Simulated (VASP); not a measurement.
Set up this calculation in VASP 6.6.1, as the native input.

```
Task                   : single point
Functional             : PBE
Potentials or basis    : VASP PAW PBE potentials, release 64 (Sn_d, O)
Cutoff                 : 520 eV
k mesh                 : 8 × 8 × 8
Occupations            : gaussian, width 0.1 eV
Spin                   : no spin polarisation
Dipole correction      : no
Further INCAR settings : ALGO = Normal; EDIFF = 1e-06; NBANDS = 20
```

The structure of SnO2 lies in POSCAR:

```
SnO2
1.0
   -1.7958618546      2.5722350172      1.8415371098
    1.7958618546     -2.5722350172      1.8415371098
    1.7958618546      2.5722350172     -1.8415371098
Sn O
1 2
Direct
    0.2711597586      0.7711597586      0.5000000000
    1.0205034849      0.2711527982      0.7493506867
    0.5218021115      0.2711527982      0.2506493133
```

The cell was built from a structure type or drawn by symmetry, and may not be a known phase.

The input as run:

INCAR

```
SYSTEM = SnO2
PREC = Accurate ; ENCUT = 520
EDIFF = 1E-6 ; ISMEAR = 0
SIGMA = 0.1 ; LREAL = .False.
LASPH = .True. ; NELM = 100
ALGO = Normal ; ISIF = 2
LWAVE = .False. ; LCHARG = .False.
GGA = PE ; NBANDS = 20
```

KPOINTS

```
Automatic mesh
0
Gamma
  8 8 8
  0 0 0
```

Potentials or basis: VASP PAW PBE potentials, release 64 (Sn_d, O).

The run is started by

```sh
$ cat potpaw_PBE.64/Sn_d/POTCAR potpaw_PBE.64/O/POTCAR > POTCAR
$ mpirun -np 1 vasp_std > vasp.out
```

Results of the run:

| Item | Value |
| --- | --- |
| Pressure | 0.7 GPa |
| Largest force | 0.006 eV/Å |
| Band gap on the k mesh | zero (bands 13 and 14 overlap by 0.15 eV) |

Caveat: semilocal functionals underestimate gaps, so a narrow gap can read as zero; spin-orbit coupling is left out, which moves the levels of the heavy elements.

It took 35 s on 1 thread of AMD EPYC 9R45 96-Core Processor (Zen 5) (shared host), peak memory 0.16 GiB.
